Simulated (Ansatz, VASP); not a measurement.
SiC in VASP and in Ansatz

Contents of INCAR:

```
SYSTEM = SiC
ALGO = Normal
EDIFF = 1E-7
EDIFFG = -0.001
ENCUT = 600
GGA = CA
GGA_COMPAT = .FALSE.
IBRION = 2
ISIF = 3
ISMEAR = 0
LASPH = .TRUE.
LCHARG = .FALSE.
LREAL = .FALSE.
LWAVE = .FALSE.
NELM = 120
NELMIN = 4
NSW = 80
PREC = Accurate
SIGMA = 0.01
```

File KPOINTS:

```
k-points
0
G
  10 10 10
  0 0 0
```

The input POSCAR:

```
SiC
1.0
    0.0000000000      2.1644841119      2.1644841119
    2.1644841119      0.0000000000      2.1644841119
    2.1644841119      2.1644841119      0.0000000000
Si C
1 1
Direct
    0.0000000000      0.0000000000      0.0000000000
    0.2500000000      0.2500000000      0.2500000000
```

Input for Ansatz:

```yaml
crystal:
  lattice:
    - [0.0, 2.1644841119, 2.1644841119]
    - [2.1644841119, 0.0, 2.1644841119]
    - [2.1644841119, 2.1644841119, 0.0]
  atoms:
    - { symbol: Si, position: [0.0, 0.0, 0.0] }
    - { symbol: C, position: [0.25, 0.25, 0.25] }
basis:
  ecutwfc: 420
kpoints:
  mp_grid: { grid: [10, 10, 10] }
hamiltonian:
  xc: lda
scf:
  occupations: { method: fixed }
output:
  forces: true
  stress: true
  eigenvalues: true
relax:
  adjacent_minimum: "off"
  f_tol: 0.001
  max_steps: 60
  cell: { stress_tol: 0.01 }
```

Alike in both runs: task relaxation of cell and atoms; functional LDA; k mesh 10 × 10 × 10; no spin polarisation.

```csv
,VASP,Ansatz
version,VASP 6.6.1,Ansatz 0.2.0
potentials or method,"VASP PAW LDA potentials, release 64 (Si, C), cutoff 600 eV","scalar-relativistic, plane waves, PAW"
occupations,"gaussian, width 0.01 eV",fixed
valence electrons in the cell,8,8
```

Ansatz gave:

- gap on the k mesh at the Fermi level, each at its own relaxed structure (eV): 1.30
- relaxed volume (Å³/atom): 10.14
- relaxed cell length with the largest relative difference (Å): 3.061

Question: What did VASP give for the same quantities?

Answer: gap on the k mesh at the Fermi level, each at its own relaxed structure (eV): 1.29; relaxed volume (Å³/atom): 10.15; relaxed cell length with the largest relative difference (Å): 3.062.

LDA's correlation is that of Perdew and Zunger in VASP and of Perdew and Wang (1992) in Ansatz.
